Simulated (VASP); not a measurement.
Here is a VASP 6.6.1 calculation.

INCAR

```
SYSTEM = Be3Bi2
  PREC = Accurate
  ENCUT = 600
  EDIFF = 1E-6
  ISMEAR = 0
  SIGMA = 0.1
  LREAL = .FALSE.
  LASPH = .TRUE.
  NELM = 60
  ALGO = Normal
  ISIF = 3
  LWAVE = .FALSE.
  LCHARG = .FALSE.
  GGA = PE
  IBRION = 2
  NSW = 90
  EDIFFG = -0.04
```

Contents of KPOINTS:

```
regular mesh
0
G
  6 6 4
  0 0 0
```

File POSCAR:

```
Be3Bi2
1.0
    4.2029478800      0.0000000000      0.0000000000
   -2.1014739400      3.6398596400      0.0000000000
    0.0000000000      0.0000000000      5.1610677000
Be Bi
3 2
Direct
    0.0000000000      0.0000000000      0.7454000100
    0.0000000000      0.0000000000      0.2545999900
    0.6666666700      0.3333333300      0.0000000000
    0.6666666700      0.3333333300      0.5000000000
    0.3333333300      0.6666666700      0.0000000000
```

Potentials or basis: VASP PAW PBE potentials, release 64 (Be, Bi_d).

Command:

```bash
$ cat potpaw_PBE.64/Be/POTCAR potpaw_PBE.64/Bi_d/POTCAR > POTCAR
$ mpirun -np 1 vasp_std > vasp.out
```

**Question.** Estimate the space group after relaxing (to 0.05 Å).

**Answer.** P-6m2 (No. 187).

**Question.** Estimate the relaxed cell.

**Answer.** a = 4.584 Å, b = 4.584 Å, c = 5.215 Å, α = 90.00°, β = 90.00°, γ = 120.00°.

**Question.** What does it give for the band gap on the k mesh?

**Answer.** Zero (band 18 reaches 8.64 eV, above the bottom of band 19 at 5.85 eV).

**Question.** Estimate the relaxed volume.

**Answer.** 18.98 Å³/atom.

Forces in eV/Å, atoms in the order of the input:
```
Be   0.000  0.000  0.039
Be   0.000  0.000 -0.039
Be   0.000  0.000  0.000
Bi   0.000  0.000  0.000
Bi   0.000  0.000  0.000
```

Caveat: the volume moved by over 15 % at a fixed basis, so the end points are rough; spin-orbit coupling is left out, which moves the levels of the heavy elements.
